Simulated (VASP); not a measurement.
Write the native input for VASP 6.6.1 that does the following.

| Property | Result |
| --- | --- |
| Task | single point |
| Functional | PBEsol |
| Potentials or basis | VASP PAW PBE potentials, release 64 (Hf_pv, O) |
| Cutoff | 520 eV |
| k mesh | 8 × 8 × 8 |
| Occupations | gaussian, width 0.05 eV |
| Spin | no spin polarisation |
| Dipole correction | no |
| Further INCAR settings | ALGO = Normal; EDIFF = 1e-07; NBANDS = 18 |

The structure of HfO2 lies in POSCAR:

```
HfO2
1.0
    0.0000000000      2.3589096821      2.5358279083
    2.3589096821      0.0000000000      2.5358279083
    2.3589096821      2.3589096821      0.0000000000
Hf O
1 2
Direct
    0.0000000000      0.0000000000      0.0000000000
    0.2500000000      0.2500000000      0.2500000000
    0.7500000000      0.7500000000      0.7500000000
```

This cell differs from its parent crystal: volume 9.407 Å^3 an atom, c/a of the conventional cell 1.0750.

One way to write it, as run:

INCAR

```
ALGO = Normal
EDIFF = 1E-7
ENCUT = 520
GGA = PS
ISIF = 2
ISMEAR = 0
LASPH = True
LCHARG = True
LELF = True
LREAL = False
LVHAR = True
LWAVE = False
NBANDS = 18
NELM = 60
PREC = Accurate
SIGMA = 0.05
```

KPOINTS

```
k-points
0
Gamma
  8 8 8
```

Potentials or basis: VASP PAW PBE potentials, release 64 (Hf_pv, O).

Command:

```sh
$ cat potpaw_PBE.64/Hf_pv/POTCAR potpaw_PBE.64/O/POTCAR > POTCAR
$ mpirun -np 1 vasp_std > vasp.out
```

It gave:

```
Pressure               : 39.8 GPa
Band gap on the k mesh : 2.97 eV, indirect (least direct gap 3.41 eV)
```

Caveat: the PAW data sets were made with another functional, which shifts forces and pressure a little; spin-orbit coupling is left out, which moves the levels of the heavy elements.

It took 21 s on 1 thread of Intel(R) Xeon(R) 6975P-C (Granite Rapids), with other jobs on the host, peak memory 0.17 GiB.
